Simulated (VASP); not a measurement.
# LaAgS2 (R-3m) in VASP: single point with r2SCAN

Aim: the single point of LaAgS2 with r2SCAN.

Everything below comes from runs of VASP 6.6.1. Logs are shortened: lines on timing, memory, paths and dates and some standing lists are left out, and cuts for length are marked.

**1. The cell of the first run**

It takes space group R-3m (No. 166, trigonal). The conventional cell has a = 4.260 Å, b = 4.260 Å, c = 17.788 Å, α = 90.00°, β = 90.00°, γ = 120.00°. Within 3.8 Å of Ag (site symmetry -3m) lie 6 S at 2.86 Å. La (site symmetry -3m) has 6 S at 2.89 Å within 3.8 Å. Within 3.8 Å of S (site symmetry 3m) lie 3 Ag at 2.86 Å and 3 La at 2.89 Å.

**2. Single point, r2SCAN**

POSCAR

```
LaAgS2
1.0
    2.1300357286      1.2297767013      5.9292429218
   -2.1300357286      1.2297767013      5.9292429218
    0.0000000000     -2.4595534026      5.9292429218
Ag La S
1 1 2
Direct
    1.0000000000      0.0000000000      0.0000000000
    0.5000000000      0.5000000000      0.5000000000
    0.2517964130      0.2517964130      0.2517964130
    0.7482035870      0.7482035870      0.7482035870
```

INCAR.step1

```
ALGO = Normal
EDIFF = 1E-4
ENCUT = 520
GGA = PE
ISMEAR = 0
LASPH = True
LCHARG = False
LREAL = False
LWAVE = True
NBANDS = 25
NELM = 60
PREC = Accurate
SIGMA = 0.01
```

INCAR.step2

```
ALGO = Normal
EDIFF = 1E-6
ENCUT = 520
ISIF = 2
ISMEAR = 0
ISTART = 1
LASPH = True
LCHARG = False
LMIXTAU = True
LREAL = False
LWAVE = False
METAGGA = R2SCAN
NBANDS = 25
NELM = 60
PREC = Accurate
SIGMA = 0.01
```

KPOINTS

```
k-points
0
Gamma
  8 8 8
```

Potentials or basis: VASP PAW PBE potentials, release 64 (Ag, La, S).

Launch:

```
$ cat potpaw_PBE.64/Ag/POTCAR potpaw_PBE.64/La/POTCAR potpaw_PBE.64/S/POTCAR > POTCAR
$ cp INCAR.step1 INCAR
$ mpirun -np 1 vasp_std > vasp.out
$ cp INCAR.step2 INCAR
$ mpirun -np 1 vasp_std > vasp.out
```

OUTCAR:

```text
EDIFF = 1E-6
   ENCUT = 520
   ISIF = 2
   ISMEAR = 0
   ISTART = 1
   LASPH = True
   LREAL = False
   METAGGA = R2SCAN
   NELM = 60
   PREC = Accurate

 ion  position               nearest neighbor table
   1  0.000  0.000  0.000-   4 2.86   4 2.86   3 2.86   3 2.86   4 2.86   3 2.86
   2  0.500  0.500  0.500-   3 2.89   3 2.89   4 2.89   4 2.89   3 2.89   4 2.89
   3  0.252  0.252  0.252-   1 2.86   1 2.86   1 2.86   2 2.89   2 2.89   2 2.89
   4  0.748  0.748  0.748-   1 2.86   1 2.86   1 2.86   2 2.89   2 2.89   2 2.89

  LATTYP: Found a trigonal (rhomboedric) cell.
 ALAT       =     6.4191373693
 COS(alpha) =     0.7797832075

  Lattice vectors:

 A1 = (   2.1300357286,   1.2297767013,   5.9292429218)
 A2 = (  -2.1300357286,   1.2297767013,   5.9292429218)
 A3 = (   0.0000000000,  -2.4595534026,   5.9292429218)

Analysis of symmetry for initial positions (statically):
=====================================================================
 Subroutine PRICEL returns:
 Original cell was already a primitive cell.

 Routine SETGRP: Setting up the symmetry group for a
 trigonal (rhombohedral) supercell.

 Subroutine GETGRP returns: Found 12 space group operations
 (whereof 12 operations were pure point group operations)
 out of a pool of 12 trial point group operations.

The static configuration has the point symmetry D_3d.

Analysis of symmetry for dynamics (positions and initial velocities):
=====================================================================
 Subroutine PRICEL returns:
 Original cell was already a primitive cell.

 Routine SETGRP: Setting up the symmetry group for a
 trigonal (rhombohedral) supercell.

 Subroutine GETGRP returns: Found 12 space group operations
 (whereof 12 operations were pure point group operations)
 out of a pool of 12 trial point group operations.

The dynamic configuration has the point symmetry D_3d.

 Subroutine INISYM returns: Found 12 space group operations
 (whereof 12 operations are pure point group operations),
 and found     1 'primitive' translations

----------------------------------------------------------------------------------------

                                     Primitive cell

  volume of cell :      93.1888

  direct lattice vectors                    reciprocal lattice vectors
     2.130035729  1.229776701  5.929242922     0.234737847  0.135525959  0.056218532
    -2.130035729  1.229776701  5.929242922    -0.234737847  0.135525959  0.056218532
     0.000000000 -2.459553403  5.929242922     0.000000000 -0.271051918  0.056218532

  length of vectors
     6.419137369  6.419137369  6.419137369     0.276820638  0.276820638  0.276820638

  position of ions in fractional coordinates (direct lattice)
     0.000000000  0.000000000  0.000000000
     0.500000000  0.500000000  0.500000000
     0.251796413  0.251796413  0.251796413
     0.748203587  0.748203587  0.748203587

  ion indices of the primitive-cell ions
   primitive index   ion index
                 1           1
                 2           2
                 3           3
                 4           4

----------------------------------------------------------------------------------------

 KPOINTS: k-points

Automatic generation of k-mesh.
 Grid dimensions read from file:
 generate k-points for:    8    8    8

 Generating k-lattice:

  Cartesian coordinates                     Fractional coordinates (reciprocal lattice)
     0.029342231  0.016940745  0.007027317     0.125000000  0.000000000  0.000000000
    -0.029342231  0.016940745  0.007027317     0.000000000  0.125000000  0.000000000
     0.000000000 -0.033881490  0.007027317     0.000000000  0.000000000  0.125000000

  Length of vectors
     0.034602580  0.034602580  0.034602580

  Shift w.r.t. Gamma in fractional coordinates (k-lattice)
     0.000000000  0.000000000  0.000000000

 Subroutine IBZKPT returns following result:
 ===========================================

 Found     65 irreducible k-points:

 Following reciprocal coordinates:
            Coordinates               Weight
  0.000000  0.000000  0.000000      1.000000
  0.125000  0.000000  0.000000      6.000000
  0.250000  0.000000  0.000000      6.000000
  0.375000  0.000000  0.000000      6.000000
  0.500000  0.000000  0.000000      3.000000
  0.125000  0.125000  0.000000      6.000000
[... 16 lines left out ...]
  0.250000  0.125000  0.125000      6.000000
  0.375000  0.125000  0.125000      6.000000
 [... further k-points ...]
   k-points           NKPTS =     65   k-points in BZ     NKDIM =     65   number of bands    NBANDS=     25
   number of dos      NEDOS =    301   number of ions     NIONS =      4
   total plane-waves  NPLWV = 110592
   dimension x,y,z NGX =    48 NGY =   48 NGZ =   48
   dimension x,y,z NGXF=    96 NGYF=   96 NGZF=   96
   ions per type =               1   1   2
   NGX,Y,Z   is equivalent  to a cutoff of  12.43, 12.43, 12.43 a.u.
   NGXF,Y,Z  is equivalent  to a cutoff of  24.86, 24.86, 24.86 a.u.
 SYSTEM =  unknown system
   PREC   = accura    normal or accurate (medium, high low for compatibility)
   ISTART =      1    job   : 0-new  1-cont  2-samecut
   ICHARG =      0    charge: 1-file 2-atom 10-const
   ISPIN  =      1    spin polarized calculation?
   LNONCOLLINEAR =      F non collinear calculations
   LSORBIT =      F    spin-orbit coupling
   LASPH  =      T    aspherical Exc in radial PAW
   ENCUT  =  520.0 eV  38.22 Ry    6.18 a.u.  11.94 11.94 11.94*2*pi/ulx,y,z
   NELM   =     60;   NELMIN=  2; NELMDL=  0     # of ELM steps
   EDIFF  = 0.1E-05   stopping-criterion for ELM
   LREAL  =      F    real-space projection
   EDIFFG = 0.1E-04   stopping-criterion for IOM
   NSW    =      0    number of steps for IOM
   IBRION =     -1    ionic relax: 0-MD 1-quasi-New 2-CG
   NFREE  =      0    steps in history (QN), initial steepest desc. (CG)
   ISIF   =      2    stress and relaxation
   ISYM   =      2    0-nonsym 1-usesym 2-fastsym
   POTIM  = 0.5000    time-step for ionic-motion
   TEBEG  =    0.0;   TEEND  =   0.0 temperature during run
   PSTRESS=    0.0 pullay stress
   NELECT =      34.0000    total number of electrons
   NUPDOWN=      -1.0000    fix difference up-down
   EMIN   =  10.00;   EMAX   =-10.00  energy-range for DOS
   EFERMI =   0.00;   METHOD = LEGACY
   ISMEAR =     0;   SIGMA  =   0.01  broadening in eV -4-tet -1-fermi 0-gaus
   EFERMI_NEDOS =   21; number of points for ismear=-14 and -15
   IALGO  =     38    algorithm
   IMIX   =      4    mixing-type and parameters
     AMIX     =   0.40;   BMIX     =  1.00
     AMIX_MAG =   1.60;   BMIX_MAG =  1.00
  volume/ion in A,a.u.               =      23.30       157.22
  Fermi-wavevector in a.u.,A,eV,Ry     =   1.169804  2.210610 18.618789  1.368442
  Thomas-Fermi vector in A             =   2.306272
   LORBIT       =      0    0 simple, 1 ext, 2 COOP (PROOUT), +10 PAW based schemes
   METAGGA = R2SCAN    functional components
   LHFCALC =     F    Hartree Fock is set to
   AEXX    =    0.0000 exact exchange contribution
   IVDW    =     0    specifies the selected vdW correction
   LEPSILON=     F    determine dielectric tensor
   LRPA    =     F    only Hartree local field effects (RPA)
 non-spin polarized calculation
 Gauss-broadening in eV      SIGMA  =   0.01
  energy-cutoff  :      520.00
  volume of cell :       93.19
 maximum number of plane-waves:      2527
   NGX = 23   NGY = 23   NGZ = 23

 number of electron      34.0000001 magnetization

 Free energy of the ion-electron system (eV)
  ---------------------------------------------------
  ext. energy  EPLUGINS =         0.00000000
  ---------------------------------------------------
  free energy    TOTEN  =       -73.35379575 eV

  energy without entropy =      -73.35379575  energy(sigma->0) =      -73.35379575

 E-fermi :   5.6540     XC(G=0): -10.5548

 val. band max:        5.6039361166   @ k =   0.2500   0.2500   0.0000
 cond. band min:       8.2062065403   @ k =   0.5000   0.5000   0.0000
 fundamental gap:      2.6022704237
 Fermi energy:         5.6539602069

 k-point     1 :       0.0000    0.0000    0.0000
  band No.  band energies     occupation
      1     -27.1163      2.00000
      2     -10.8030      2.00000
      3     -10.2697      2.00000
      4     -10.2697      2.00000
      5      -6.8914      2.00000
      6      -5.5065      2.00000
[... 17 lines left out ...]
     24       9.5607      0.00000
     25       9.7233      0.00000

 k-point     2 :       0.1250    0.0000    0.0000
  band No.  band energies     occupation
      1     -27.1107      2.00000
      2     -10.7660      2.00000
      3     -10.4024      2.00000
      4     -10.2870      2.00000
      5      -6.7161      2.00000
      6      -5.6258      2.00000
[... 17 lines left out ...]
     24       9.5455      0.00000
     25       9.6025      0.00000

 k-point     3 :       0.2500    0.0000    0.0000
  band No.  band energies     occupation
      1     -27.0970      2.00000
      2     -10.7198      2.00000
      3     -10.6340      2.00000
      4     -10.3282      2.00000
      5      -6.3996      2.00000
      6      -5.8181      2.00000
[... 17 lines left out ...]
     24       9.5318      0.00000
     25       9.6399      0.00000

 k-point     4 :       0.3750    0.0000    0.0000
  band No.  band energies     occupation
      1     -27.0832      2.00000
      2     -10.9412      2.00000
      3     -10.5505      2.00000
      4     -10.3689      2.00000
      5      -6.4076      2.00000
      6      -5.6972      2.00000
[... 17 lines left out ...]
     24       9.5190      0.00000
     25       9.6854      0.00000
[... 477 lines left out ...]
 k-point    22 :       0.1250    0.1250    0.1250
  band No.  band energies     occupation
      1     -27.1163      2.00000
      2     -10.8103      2.00000
      3     -10.2698      2.00000
      4     -10.2698      2.00000
      5      -6.8435      2.00000
      6      -5.5552      2.00000
[... 17 lines left out ...]
     24       9.5607      0.00000
     25       9.5921      0.00000

 k-point    23 :       0.2500    0.1250    0.1250
  band No.  band energies     occupation
      1     -27.1106      2.00000
      2     -10.7762      2.00000
      3     -10.4019      2.00000
      4     -10.2871      2.00000
      5      -6.6529      2.00000
      6      -5.6813      2.00000
[... 17 lines left out ...]
     24       9.4637      0.00000
     25       9.5879      0.00000

 k-point    24 :       0.3750    0.1250    0.1250
  band No.  band energies     occupation
      1     -27.0969      2.00000
      2     -10.7194      2.00000
      3     -10.6420      2.00000
      4     -10.3284      2.00000
      5      -6.3957      2.00000
      6      -5.7958      2.00000
[... 17 lines left out ...]
     24       9.4910      0.00000
     25       9.6122      0.00000

 [... further k-points ...]

------------------------ aborting loop because EDIFF is reached ----------------------------------------

  FORCE on cell =-STRESS in cart. coord.  units (eV):
  Direction    XX          YY          ZZ          XY          YZ          ZX
  --------------------------------------------------------------------------------------
  -------------------------------------------------------------------------------------
  Total       -0.1237933     -0.1237933     -0.0911959      0.0000000      0.0000000      0.0000000
  in kB       -2.1283543     -2.1283543     -1.5679148      0.0000000      0.0000000      0.0000000
  external PRESSURE =      -1.9415411 kB  Pullay stress =       0.0000000 kB

 VOLUME and BASIS-vectors are now :
 -----------------------------------------------------------------------------
  energy-cutoff  :      520.00
  volume of cell :       93.19
      direct lattice vectors                 reciprocal lattice vectors
     2.130035729  1.229776701  5.929242922     0.234737847  0.135525959  0.056218532
    -2.130035729  1.229776701  5.929242922    -0.234737847  0.135525959  0.056218532
     0.000000000 -2.459553403  5.929242922     0.000000000 -0.271051918  0.056218532

 POSITION                                       TOTAL-FORCE (eV/Angst)
 -----------------------------------------------------------------------------------
      0.00000      0.00000      0.00000        -0.000000      0.000000     -0.000000
      0.00000      0.00000      8.89386         0.000000      0.000000      0.000000
      0.00000      0.00000      4.47889        -0.000000     -0.000000     -0.008085
      0.00000      0.00000     13.30884        -0.000000      0.000000      0.008085
 -----------------------------------------------------------------------------------
    total drift:                               -0.000000      0.000000     -0.000000

  FREE ENERGIE OF THE ION-ELECTRON SYSTEM (eV)
  ---------------------------------------------------
  free  energy   TOTEN  =       -73.3537957478 eV

  energy  without entropy=      -73.3537957478  energy(sigma->0) =      -73.35379575
```

It took 31 min on 1 thread of AMD EPYC 7R43 (Zen 3), shared host; peak memory 0.45 GiB.

Results:

* Free energy: -73.3538 eV
* Pressure: -0.2 GPa
* Largest force: 0.008 eV/Å
* Band gap on the k mesh: 2.60 eV, indirect (least direct gap 2.62 eV)

Forces in eV/Å, atoms in the order of the input:
```
Ag   0.000  0.000  0.000
La   0.000  0.000  0.000
S    0.000  0.000 -0.008
S    0.000  0.000  0.008
```

Caveat: the PAW data sets were made with another functional, which shifts forces and pressure a little; spin-orbit coupling is left out, which moves the levels of the heavy elements. A k mesh can miss the band edges.
